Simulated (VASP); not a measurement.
# TiO2: single point with BLYP+D3(BJ)

Crystal: TiO2.

```
Ti O
1.0
     4.59984    0.00000    0.00000
     0.00000    4.59984    0.00000
     0.00000    0.00000    2.95921
Ti O
2 4
Direct
  0.00000 0.00000 0.50000
  0.50000 0.50000 0.00000
  0.30432 0.30432 0.50000
  0.19568 0.80432 0.00000
  0.80432 0.19568 0.00000
  0.69568 0.69568 0.50000
```

* Program: VASP 6.6.1
* Task: single point
* Functional: BLYP
* Dispersion: D3(BJ)
* Potentials or basis: VASP PAW PBE potentials, release 64 (Ti_sv, O)
* Cutoff: 520 eV
* k mesh: 6 × 6 × 9
* Occupations: fermi-dirac, width 0.05 eV
* Spin: no spin polarisation
* Dipole correction: no
* Further INCAR settings: ALGO = Normal; EDIFF = 1e-06; NBANDS = 33

```
Pressure                   : 2.3 GPa
Largest force              : 0.114 eV/Å
Band gap on the k mesh     : 1.83 eV, direct
Dispersion energy per atom : -0.542 eV
```

Forces on the atoms (eV/Å):
```
Ti   0.000  0.000  0.000
Ti   0.000  0.000  0.000
O   -0.081 -0.081  0.000
O    0.081 -0.081  0.000
O   -0.081  0.081  0.000
O    0.081  0.081  0.000
```

Stress tensor (GPa, compression positive):
```
1.99 0.00 0.00
0.00 1.99 0.00
0.00 0.00 2.84
```

Levels at points of the mesh, in eV from the valence-band top:
```tsv
k point	band 20	band 21	band 22	band 23	band 24	band 25	band 26	band 27	band 28	band 29
(0.00, 0.00, 0.00)	-1.96	-0.71	-0.46	-0.46	0.00	1.83	2.13	2.35	2.45	2.45
(0.50, 0.00, 0.00)	-3.03	-1.63	-1.63	-0.73	-0.73	2.49	2.49	2.97	2.97	3.50
(0.50, 0.50, 0.00)	-2.17	-1.30	-1.30	-1.07	-1.07	1.87	1.87	2.47	2.47	3.76
```

It took 100 s on 1 thread of Intel(R) Xeon(R) Platinum 8259CL CPU @ 2.50GHz (Skylake/Cascade Lake), with other jobs on the host, peak memory 0.23 GiB.

Caveat: the PAW data sets were made with another functional, which shifts forces and pressure a little. A k mesh can miss the band edges.
